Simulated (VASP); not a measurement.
Wanted: the native input for a VASP 6.6.1 run.

```
Task                   : relaxation of cell and atoms
Functional             : PBE
Potentials or basis    : VASP PAW PBE potentials, release 64 (Li_sv, Tm_3), 4f in core
Cutoff                 : 750 eV
k mesh                 : 10 × 10 × 10
Occupations            : gaussian, width 0.1 eV
Spin                   : no spin polarisation
Dipole correction      : no
Further INCAR settings : ALGO = Normal; EDIFF = 1e-07; IBRION = 2; EDIFFG = -0.01; NSW = 100; ISIF = 3
```

The structure of Li3Tm lies in POSCAR:

```
Li3Tm
1.0
    4.5447974661      0.0000000000      0.0000000000
    0.0000000000      4.5447974661      0.0000000000
    0.0000000000      0.0000000000      4.5447974661
Li Tm
3 1
Direct
    0.5000000000      0.0000000000      0.5000000000
    0.0000000000      0.5000000000      0.5000000000
    0.5000000000      0.5000000000      0.0000000000
    0.0000000000      0.0000000000      0.0000000000
```

The cell was generated, and may not be a known phase.

One way to write it, as run:

INCAR

```
PREC     = Accurate       # precision mode
ENCUT    = 750            # plane-wave cutoff, eV
EDIFF    = 1E-7           # SCF threshold, eV
ISMEAR   = 0              # smearing method
SIGMA    = 0.1            # smearing width, eV
LREAL    = False          # projectors in reciprocal space
LASPH    = True           # aspherical terms in the spheres
NELM     = 200            # most SCF steps
ALGO     = Normal         # electronic algorithm
ISIF     = 3              # what is computed and relaxed
LWAVE    = False          # write WAVECAR
LCHARG   = False          # write CHGCAR
GGA      = PE             # functional
IBRION   = 2              # ionic algorithm
NSW      = 100            # ionic steps
EDIFFG   = -0.01          # ionic threshold
GGA_COMPAT= False        
NELMIN   = 4            
LMAXMIX  = 6              # l up to which the mixer works
```

KPOINTS

```
Automatic mesh
0
Gamma
  10 10 10
```

Potentials or basis: VASP PAW PBE potentials, release 64 (Li_sv, Tm_3), 4f in core.

Command:

```console
$ cat potpaw_PBE.64/Li_sv/POTCAR potpaw_PBE.64/Tm_3/POTCAR > POTCAR
$ mpirun -np 1 vasp_std > vasp.out
```

It gave:

The relaxed volume is 23.69 Å³/atom, the relaxed cell is a = 4.559 Å, b = 4.559 Å, c = 4.559 Å, α = 90.00°, β = 90.00°, γ = 90.00° and the space group after relaxing (to 0.1 Å) is Pm-3m (No. 221). The energy gained by relaxing is 0.2 meV/atom, the ionic steps are 3 and the pressure after relaxing is 0.0 GPa. The band gap on the k mesh is zero (bands 9 and 10 overlap by 0.61 eV).

Caveat: spin-orbit coupling is left out, which moves the levels of the heavy elements; the 4f electrons are frozen in the core, so they carry no moment and show no levels.

Wall time 2.4 min on 1 thread of AMD EPYC 9R45 (Zen 5) (shared host), peak memory 0.31 GiB.
